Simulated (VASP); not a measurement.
Input of a VASP 6.6.1 run:

INCAR

```
SYSTEM = Se
  PREC = Accurate
  ENCUT = 520
  EDIFF = 1E-6
  ISMEAR = -1
  SIGMA = 0.05
  LREAL = .False.
  LASPH = .True.
  NELM = 60
  ALGO = Normal
  ISIF = 2
  LWAVE = .False.
  LCHARG = .True.
  GGA = PS
  LELF = .True.
  LVHAR = .True.
  NBANDS = 13
```

File KPOINTS:

```
Automatic mesh
0
Gamma
  4 4 4
  0 0 0
```

The input POSCAR:

```
Se
1.0
   -0.0107600000      3.0890900000      3.1226300000
    3.1586400000      0.0116900000      3.1001800000
    3.1832800000      3.0912800000     -0.0129500000
Se
2
Direct
    0.4921910851      0.5089864250      0.4993400191
    0.7581100000      0.7324300000      0.7726200000
```

Potentials or basis: VASP PAW PBE potentials, release 64 (Se).

Command:

```bash
$ cat potpaw_PBE.64/Se/POTCAR > POTCAR
$ mpirun -np 1 vasp_std > vasp.out
```

What does it give for the band gap on the k mesh?

Zero (band 6 reaches 2.40 eV, above the bottom of band 7 at 1.36 eV).

Estimate the pressure.

-0.2 GPa.

Forces in eV/Å, atoms in the order of the input:
```
Se  -0.164 -0.947  0.173
Se   0.164  0.947 -0.173
```

Caveat: the k points lie up to 0.44 Å⁻¹ apart; the PAW data sets were made with another functional, which shifts forces and pressure a little.
